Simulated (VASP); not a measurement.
Al3BP2, 6 atoms in the cell. Symmetry: P6/mmm, No. 191, hexagonal system. Conventional cell: a = 4.049 Å, b = 4.049 Å, c = 6.356 Å, α = 90.00°, β = 90.00°, γ = 120.00°. Within 2.7 Å of Al (site symmetry mmm) lie 4 Al at 2.02 Å. B (site symmetry 6/mmm) has 6 P at 2.34 Å within 3.1 Å. P (site symmetry -6m2) has 3 B at 2.34 Å and 3 P at 2.34 Å within 3.1 Å. 

* Program: VASP 6.6.1
* Task: single point
* Functional: PBE
* Potentials or basis: VASP PAW PBE potentials, release 64 (Al, B, P)
* Cutoff: 520 eV
* k mesh: 6 × 6 × 4
* Occupations: gaussian, width 0.1 eV
* Spin: no spin polarisation
* Dipole correction: no
* Further INCAR settings: ALGO = Normal; EDIFF = 1e-06; NBANDS = 20

Potentials or basis: VASP PAW PBE potentials, release 64 (Al, B, P).

Command:

```sh
$ cat potpaw_PBE.64/Al/POTCAR potpaw_PBE.64/B/POTCAR potpaw_PBE.64/P/POTCAR > POTCAR
$ mpirun -np 1 vasp_std > vasp.out
```

Hardware: 1 thread of Intel(R) Xeon(R) Platinum 8259CL CPU @ 2.50GHz (Skylake/Cascade Lake), on a shared host.

How long does it take, and how much memory?

Wall time 33 s on 1 thread of Intel(R) Xeon(R) Platinum 8259CL CPU @ 2.50GHz (Skylake/Cascade Lake), with other jobs on the host, peak memory 0.2 GiB. Counts: scf iterations 15, k points 21.
